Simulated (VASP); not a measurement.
Write the native input for VASP 6.6.1 that does the following.

| Property | Result |
| --- | --- |
| Task | single point |
| Functional | PBEsol |
| Potentials or basis | VASP PAW PBE potentials, release 64 (W_sv, C) |
| Cutoff | 520 eV |
| k mesh | 11 × 11 × 10 |
| Occupations | methfessel-paxton, width 0.1 eV |
| Spin | no spin polarisation |
| Dipole correction | no |
| Further INCAR settings | ALGO = Normal; EDIFF = 1e-06; NBANDS = 16 |

The structure of WC (Qusongite) lies in POSCAR:

```
WC
1.0
    2.8869927008      0.0000000000      0.0000000000
   -1.4434963504      2.5002091823      0.0000000000
    0.0000000000      0.0000000000      2.8175618425
W C
1 1
Direct
    0.0000000000      0.0000000000      0.0000000000
    0.6666666667      0.3333333333      0.5000000000
```

One way to write it, as run:

INCAR

```
PREC = Accurate ; ENCUT = 520
EDIFF = 1E-6 ; ISMEAR = 1
SIGMA = 0.1 ; LREAL = F
LASPH = T ; NELM = 100
ALGO = Normal ; ISIF = 2
LWAVE = F ; LCHARG = F
GGA = PS ; NBANDS = 16
```

KPOINTS

```
regular mesh
0
Gamma
  11 11 10
```

Potentials or basis: VASP PAW PBE potentials, release 64 (W_sv, C).

The run is started by

```bash
$ cat potpaw_PBE.64/W_sv/POTCAR potpaw_PBE.64/C/POTCAR > POTCAR
$ mpirun -np 1 vasp_std > vasp.out
```

Results of the run:

The pressure is 6.3 GPa and the band gap on the k mesh is zero (band 9 reaches 11.88 eV, above the bottom of band 10 at 10.60 eV).

Caveat: the PAW data sets were made with another functional, which shifts forces and pressure a little; spin-orbit coupling is left out, which moves the levels of the heavy elements.

Run time: 12 s on 1 thread of Intel(R) Xeon(R) Platinum 8559C (Emerald Rapids) (shared host), peak memory 0.16 GiB.
